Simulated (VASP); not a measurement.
Wanted: the native input for a VASP 6.6.1 run.

```yaml
Task: single point
Functional: LDA
Potentials_or_basis: VASP PAW LDA potentials, release 64 (In_d, P)
Cutoff: 500 eV
k_mesh: 6 × 6 × 6
Occupations: gaussian, width 0.1 eV
Spin: no spin polarisation
Dipole_correction: no
Further_INCAR_settings: ALGO = Normal; EDIFF = 1e-06; NBANDS = 16
```

The structure of InP lies in POSCAR:

```
InP
1.0
    0.0000000000      2.9450000000      2.9450000000
    2.9450000000      0.0000000000      2.9450000000
    2.9450000000      2.9450000000      0.0000000000
In P
1 1
Direct
    0.0000000000      0.0000000000      0.0000000000
    0.2500000000      0.2500000000      0.2500000000
```

These files were run (other wordings do the same):

INCAR

```
ALGO = Normal ; EDIFF = 1E-6
ENCUT = 500 ; GGA_COMPAT = F
ISIF = 2 ; ISMEAR = 0
LASPH = T ; LCHARG = T
LELF = T ; LREAL = F
LVHAR = T ; LWAVE = F
NBANDS = 16 ; NELM = 120
PREC = Accurate ; SIGMA = 0.1
```

KPOINTS

```
k-points
0
Gamma
  6 6 6
```

Potentials or basis: VASP PAW LDA potentials, release 64 (In_d, P).

Launch:

```sh
$ cat potpaw_LDA.64/In_d/POTCAR potpaw_LDA.64/P/POTCAR > POTCAR
$ mpirun -np 1 vasp_std > vasp.out
```

Results of the run:

```
Pressure               : -2.1 GPa
Band gap on the k mesh : 0.43 eV
```

Caveat: semilocal functionals underestimate gaps, and a narrow one can read as zero; spin-orbit coupling is left out, which moves the levels of the heavy elements.

It took 23 s on 1 thread of Intel Xeon 8259CL (shared host), peak memory 0.15 GiB.
